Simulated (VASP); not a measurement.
# C (R-3m) in VASP: notebook

Runs on C. Level: PBE+D3(BJ). Tasks: single point.

Program: VASP 6.6.1. These are calculated values, not measurements. Logs are shortened: lines on timing, memory, paths and dates and some standing lists are left out, and cuts for length are marked.

## 1. The cell of the first run

Symmetry: R-3m, No. 166, trigonal system. Conventional cell: a = 2.465 Å, b = 2.465 Å, c = 20.798 Å, α = 90.00°, β = 90.00°, γ = 120.00°. C (site symmetry 3m) has 3 C at 1.42 Å within 1.9 Å. C (site symmetry 3m) has 3 C at 1.42 Å within 1.9 Å.

## 2. Single point, PBE+D3(BJ)

File INCAR:

```
SYSTEM = C
PREC = Accurate
ENCUT = 520
EDIFF = 1E-7
ISMEAR = 0
SIGMA = 0.01
LREAL = .False.
LASPH = .True.
NELM = 60
ALGO = Normal
ISIF = 2
LWAVE = .False.
LCHARG = .False.
GGA = PE
IVDW = 12
NBANDS = 16
```

File KPOINTS:

```
regular mesh
0
Gamma
  18 18 18
  0 0 0
```

File POSCAR:

```
C
1.0
    1.2324308151      0.7115442629      6.9327423085
   -1.2324308151      0.7115442629      6.9327423085
    0.0000000000     -1.4230885258      6.9327423085
C
4
Direct
    0.9188290092      0.9188290092      0.9188290092
    0.2521424007      0.2521424007      0.2521424007
    0.7478575993      0.7478575993      0.7478575993
    0.0811709908      0.0811709908      0.0811709908
```

Potentials or basis: VASP PAW PBE potentials, release 64 (C).

Started as:

```
cat potpaw_PBE.64/C/POTCAR > POTCAR
mpirun -np 1 vasp_std > vasp.out
```

OUTCAR:

```text
SYSTEM = C
   PREC = Accurate
   ENCUT = 520
   EDIFF = 1E-7
   ISMEAR = 0
   LREAL = .False.
   LASPH = .True.
   NELM = 60
   ISIF = 2
   GGA = PE
   IVDW = 12
 IVDW          = 12

 ion  position               nearest neighbor table
   1  0.919  0.919  0.919-   2 1.42   2 1.42   2 1.42
   2  0.252  0.252  0.252-   1 1.42   1 1.42   1 1.42
   3  0.748  0.748  0.748-   4 1.42   4 1.42   4 1.42
   4  0.081  0.081  0.081-   3 1.42   3 1.42   3 1.42

  LATTYP: Found a trigonal (rhomboedric) cell.
 ALAT       =     7.0772944596
 COS(alpha) =     0.9393514304

  Lattice vectors:

 A1 = (   1.2324308151,   0.7115442629,   6.9327423085)
 A2 = (  -1.2324308151,   0.7115442629,   6.9327423085)
 A3 = (   0.0000000000,  -1.4230885258,   6.9327423085)

Analysis of symmetry for initial positions (statically):
=====================================================================
 Subroutine PRICEL returns:
 Original cell was already a primitive cell.

 Routine SETGRP: Setting up the symmetry group for a
 trigonal (rhombohedral) supercell.

 Subroutine GETGRP returns: Found 12 space group operations
 (whereof 12 operations were pure point group operations)
 out of a pool of 12 trial point group operations.

The static configuration has the point symmetry D_3d.

Analysis of symmetry for dynamics (positions and initial velocities):
=====================================================================
 Subroutine PRICEL returns:
 Original cell was already a primitive cell.

 Routine SETGRP: Setting up the symmetry group for a
 trigonal (rhombohedral) supercell.

 Subroutine GETGRP returns: Found 12 space group operations
 (whereof 12 operations were pure point group operations)
 out of a pool of 12 trial point group operations.

The dynamic configuration has the point symmetry D_3d.

 Subroutine INISYM returns: Found 12 space group operations
 (whereof 12 operations are pure point group operations),
 and found     1 'primitive' translations

----------------------------------------------------------------------------------------

                                     Primitive cell

  volume of cell :      36.4771

  direct lattice vectors                    reciprocal lattice vectors
     1.232430815  0.711544263  6.932742308     0.405702287  0.234232324  0.048081022
    -1.232430815  0.711544263  6.932742308    -0.405702287  0.234232324  0.048081022
     0.000000000 -1.423088526  6.932742308     0.000000000 -0.468464649  0.048081022

  length of vectors
     7.077294460  7.077294460  7.077294460     0.470925591  0.470925591  0.470925591

  position of ions in fractional coordinates (direct lattice)
     0.918829009  0.918829009  0.918829009
     0.252142401  0.252142401  0.252142401
     0.747857599  0.747857599  0.747857599
     0.081170991  0.081170991  0.081170991

  ion indices of the primitive-cell ions
   primitive index   ion index
                 1           1
                 2           2
                 3           3
                 4           4

----------------------------------------------------------------------------------------

 KPOINTS: regular mesh

Automatic generation of k-mesh.
 Grid dimensions read from file:
 generate k-points for:   18   18   18

 Generating k-lattice:

  Cartesian coordinates                     Fractional coordinates (reciprocal lattice)
     0.022539016  0.013012907  0.002671168     0.055555556 -0.000000000  0.000000000
    -0.022539016  0.013012907  0.002671168    -0.000000000  0.055555556  0.000000000
     0.000000000 -0.026025814  0.002671168     0.000000000  0.000000000  0.055555556

  Length of vectors
     0.026162533  0.026162533  0.026162533

  Shift w.r.t. Gamma in fractional coordinates (k-lattice)
     0.000000000  0.000000000  0.000000000

 Subroutine IBZKPT returns following result:
 ===========================================

 Found    580 irreducible k-points:

 Following reciprocal coordinates:
            Coordinates               Weight
  0.000000  0.000000  0.000000      1.000000
  0.055556  0.000000  0.000000      6.000000
  0.111111  0.000000  0.000000      6.000000
  0.166667 -0.000000  0.000000      6.000000
  0.222222 -0.000000  0.000000      6.000000
  0.277778 -0.000000  0.000000      6.000000
[... 16 lines left out ...]
 -0.277778  0.055556  0.000000     12.000000
 -0.222222  0.055556 -0.000000     12.000000
 [... further k-points ...]
   k-points           NKPTS =    580   k-points in BZ     NKDIM =    580   number of bands    NBANDS=     16
   number of dos      NEDOS =    301   number of ions     NIONS =      4
   total plane-waves  NPLWV = 157464
   dimension x,y,z NGX =    54 NGY =   54 NGZ =   54
   dimension x,y,z NGXF=   108 NGYF=  108 NGZF=  108
   ions per type =               4
   NGX,Y,Z   is equivalent  to a cutoff of  12.68, 12.68, 12.68 a.u.
   NGXF,Y,Z  is equivalent  to a cutoff of  25.37, 25.37, 25.37 a.u.
 SYSTEM =  C
   PREC   = accura    normal or accurate (medium, high low for compatibility)
   ISTART =      0    job   : 0-new  1-cont  2-samecut
   ICHARG =      2    charge: 1-file 2-atom 10-const
   ISPIN  =      1    spin polarized calculation?
   LNONCOLLINEAR =      F non collinear calculations
   LSORBIT =      F    spin-orbit coupling
   LASPH  =      T    aspherical Exc in radial PAW
   ENCUT  =  520.0 eV  38.22 Ry    6.18 a.u.  13.16 13.16 13.16*2*pi/ulx,y,z
   NELM   =     60;   NELMIN=  2; NELMDL= -5     # of ELM steps
   EDIFF  = 0.1E-06   stopping-criterion for ELM
   LREAL  =      F    real-space projection
   EDIFFG = 0.1E-05   stopping-criterion for IOM
   NSW    =      0    number of steps for IOM
   IBRION =     -1    ionic relax: 0-MD 1-quasi-New 2-CG
   NFREE  =      0    steps in history (QN), initial steepest desc. (CG)
   ISIF   =      2    stress and relaxation
   ISYM   =      2    0-nonsym 1-usesym 2-fastsym
   POTIM  = 0.5000    time-step for ionic-motion
   TEBEG  =    0.0;   TEEND  =   0.0 temperature during run
   PSTRESS=    0.0 pullay stress
   NELECT =      16.0000    total number of electrons
   NUPDOWN=      -1.0000    fix difference up-down
   EMIN   =  10.00;   EMAX   =-10.00  energy-range for DOS
   EFERMI =   0.00;   METHOD = LEGACY
   ISMEAR =     0;   SIGMA  =   0.01  broadening in eV -4-tet -1-fermi 0-gaus
   EFERMI_NEDOS =   21; number of points for ismear=-14 and -15
   IALGO  =     38    algorithm
   IMIX   =      4    mixing-type and parameters
     AMIX     =   0.40;   BMIX     =  1.00
     AMIX_MAG =   1.60;   BMIX_MAG =  1.00
  volume/ion in A,a.u.               =       9.12        61.54
  Fermi-wavevector in a.u.,A,eV,Ry     =   1.243869  2.350571 21.051064  1.547210
  Thomas-Fermi vector in A             =   2.378161
   LORBIT       =      0    0 simple, 1 ext, 2 COOP (PROOUT), +10 PAW based schemes
   GGA     = PE    functional components
   LHFCALC =     F    Hartree Fock is set to
   AEXX    =    0.0000 exact exchange contribution
   IVDW    =    12    specifies the selected vdW correction
   LEPSILON=     F    determine dielectric tensor
   LRPA    =     F    only Hartree local field effects (RPA)
 non-spin polarized calculation
 Gauss-broadening in eV      SIGMA  =   0.01
  energy-cutoff  :      520.00
  volume of cell :       36.48
 maximum number of plane-waves:      1006
 NGX is ok and might be reduce to    54
   NGX = 27   NGY = 27   NGZ = 27

 number of electron      16.0000000 magnetization

 Free energy of the ion-electron system (eV)
  ---------------------------------------------------
  ext. energy  EPLUGINS =         0.00000000
  ---------------------------------------------------
  free energy    TOTEN  =       -36.85153320 eV

  energy without entropy =      -36.85153320  energy(sigma->0) =      -36.85153320

 E-fermi :   4.3864     XC(G=0): -10.0898

 val. band max:        4.2782342499   @ k =  -0.3333   0.3333   0.0000
 cond. band min:       4.5253887886   @ k =  -0.3333   0.3333   0.0000
 fundamental gap:      0.2471545387
 Fermi energy:         4.3864078867

 k-point     1 :       0.0000    0.0000    0.0000
  band No.  band energies     occupation
      1     -15.2244      2.00000
      2     -14.9870      2.00000
      3      -3.9906      2.00000
      4      -2.3120      2.00000
      5       1.3880      2.00000
      6       1.3880      2.00000
[... 8 lines left out ...]
     15      15.8388      0.00000
     16      15.8695      0.00000

 k-point     2 :       0.0556    0.0000    0.0000
  band No.  band energies     occupation
      1     -15.1507      2.00000
      2     -14.9147      2.00000
      3      -3.9002      2.00000
      4      -2.2294      2.00000
      5       1.0863      2.00000
      6       1.0948      2.00000
[... 8 lines left out ...]
     15      15.5816      0.00000
     16      15.6207      0.00000

 k-point     3 :       0.1111    0.0000    0.0000
  band No.  band energies     occupation
      1     -14.9298      2.00000
      2     -14.6981      2.00000
      3      -3.6300      2.00000
      4      -1.9826      2.00000
      5       0.2627      2.00000
      6       0.2816      2.00000
[... 8 lines left out ...]
     15      14.8512      0.00000
     16      14.9209      0.00000

 k-point     4 :       0.1667   -0.0000    0.0000
  band No.  band energies     occupation
      1     -14.5629      2.00000
      2     -14.3385      2.00000
      3      -3.1829      2.00000
      4      -1.5752      2.00000
      5      -0.9190      2.00000
      6      -0.8871      2.00000
[... 8 lines left out ...]
     15      15.2775      0.00000
     16      15.2940      0.00000
[... 324 lines left out ...]
 k-point    22 :      -0.3333    0.0556    0.0000
  band No.  band energies     occupation
      1     -12.1212      2.00000
      2     -11.9358      2.00000
      3      -5.9406      2.00000
      4      -5.8584      2.00000
      5      -1.7927      2.00000
      6      -1.7783      2.00000
[... 8 lines left out ...]
     15      19.0174      0.00000
     16      20.4539      0.00000

 k-point    23 :      -0.2778    0.0556    0.0000
  band No.  band energies     occupation
      1     -12.9719      2.00000
      2     -12.7721      2.00000
      3      -4.4932      2.00000
      4      -4.4281      2.00000
      5      -1.3778      2.00000
      6      -1.3630      2.00000
[... 8 lines left out ...]
     15      18.6703      0.00000
     16      19.0245      0.00000

 k-point    24 :      -0.2222    0.0556   -0.0000
  band No.  band energies     occupation
      1     -13.6911      2.00000
      2     -13.4791      2.00000
      3      -3.0344      2.00000
      4      -2.9862      2.00000
      5      -2.1417      2.00000
      6      -0.8526      2.00000
[... 8 lines left out ...]
     15      17.2704      0.00000
     16      17.3681      0.00000

 [... further k-points ...]

------------------------ aborting loop because EDIFF is reached ----------------------------------------

 Edisp (eV)   -0.60166

 E8    (eV) :    -0.1698

  FORCE on cell =-STRESS in cart. coord.  units (eV):
  Direction    XX          YY          ZZ          XY          YZ          ZX
  --------------------------------------------------------------------------------------
  -------------------------------------------------------------------------------------
  Total       0.15497     0.15497    -0.02250     0.00000    -0.00000    -0.00000
  in kB       6.80651     6.80651    -0.98823     0.00000    -0.00000    -0.00000
  external pressure =        4.21 kB  Pullay stress =        0.00 kB

 VOLUME and BASIS-vectors are now :
 -----------------------------------------------------------------------------
  energy-cutoff  :      520.00
  volume of cell :       36.48
      direct lattice vectors                 reciprocal lattice vectors
     1.232430815  0.711544263  6.932742308     0.405702287  0.234232324  0.048081022
    -1.232430815  0.711544263  6.932742308    -0.405702287  0.234232324  0.048081022
     0.000000000 -1.423088526  6.932742308     0.000000000 -0.468464649  0.048081022

 POSITION                                       TOTAL-FORCE (eV/Angst)
 -----------------------------------------------------------------------------------
      0.00000      0.00000     19.11001         0.000000     -0.000000     -0.000419
      0.00000      0.00000      5.24411         0.000000     -0.000000     -0.000108
      0.00000      0.00000     15.55411         0.000000      0.000000      0.000108
      0.00000      0.00000      1.68821         0.000000      0.000000      0.000419
 -----------------------------------------------------------------------------------
    total drift:                                0.000000      0.000000     -0.000000

  FREE ENERGIE OF THE ION-ELECTRON SYSTEM (eV)
  ---------------------------------------------------
  free  energy   TOTEN  =       -37.4531914220 eV

  energy  without entropy=      -37.4531914220  energy(sigma->0) =      -37.45319142
```

It took 19 min on 1 thread of Intel Xeon 6975P-C (Granite Rapids), shared host; peak memory 0.54 GiB.

Results:

| Quantity | Value |
| --- | --- |
| Free energy | -37.4532 eV |
| Pressure | 0.4 GPa |
| Dispersion energy per atom | -0.150 eV |

Stress tensor (GPa, compression positive):
```
 0.68  0.00  0.00
 0.00  0.68  0.00
 0.00  0.00 -0.10
```

## 3. Single point, PBE+D3(BJ)

File INCAR:

```
  PREC = Accurate
  ENCUT = 520
  EDIFF = 1E-7
  ISMEAR = 0
  SIGMA = 0.01
  LREAL = F
  LASPH = T
  NELM = 80
  ALGO = Normal
  ISIF = 2
  LWAVE = F
  LCHARG = F
  GGA = PE
  IVDW = 12
  NBANDS = 16
```

File KPOINTS:

```
regular mesh
0
Gamma
  18 18 18
```

POSCAR is that of step 2.

Potentials or basis: VASP PAW PBE potentials, release 64 (C).

Started as:

```
cat potpaw_PBE.64/C/POTCAR > POTCAR
mpirun -np 1 vasp_std > vasp.out
```

Run time: 20 min. Hardware: 1 thread of Intel Xeon 6975P-C (Granite Rapids), shared host; peak memory 0.54 GiB.

The run converged. Its results:

* Free energy: -37.4532 eV
* Pressure: 0.4 GPa
* Dispersion energy per atom: -0.150 eV

Stress tensor (GPa, compression positive):
```
 0.68  0.00  0.00
 0.00  0.68  0.00
 0.00  0.00 -0.10
```

[end of part 1 of 2]
